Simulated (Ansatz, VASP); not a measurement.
# InP in VASP and in Ansatz

```
CELL_PARAMETERS angstrom
0.00000 2.93908 2.93908
2.93908 0.00000 2.93908
2.93908 2.93908 0.00000
ATOMIC_POSITIONS crystal
In 0.00000 0.00000 0.00000
P 0.25000 0.25000 0.25000
```

Alike in both runs: functional PBEsol; k mesh 6 × 6 × 6; occupations fermi-dirac, width 0.05 eV; no spin polarisation.

Ansatz relaxed the structure, and its values are those at the end. VASP's run is a single point on that final structure, the one shown.

```csv
,VASP,Ansatz
version,VASP 6.6.1,Ansatz 0.2.0
potentials or method,"VASP PAW PBE potentials, release 64 (In_d, P)","plane waves, PAW"
plane-wave cutoff (eV),520,420
valence electrons in the cell,18,18
```

```csv
,VASP,Ansatz,Ansatz less VASP
pressure (GPa),0.0,0.0,+0.02
```

VASP's potentials were made for PBE, not for PBEsol. With one functional, cell and mesh, what is left measures potentials, basis and numerics.
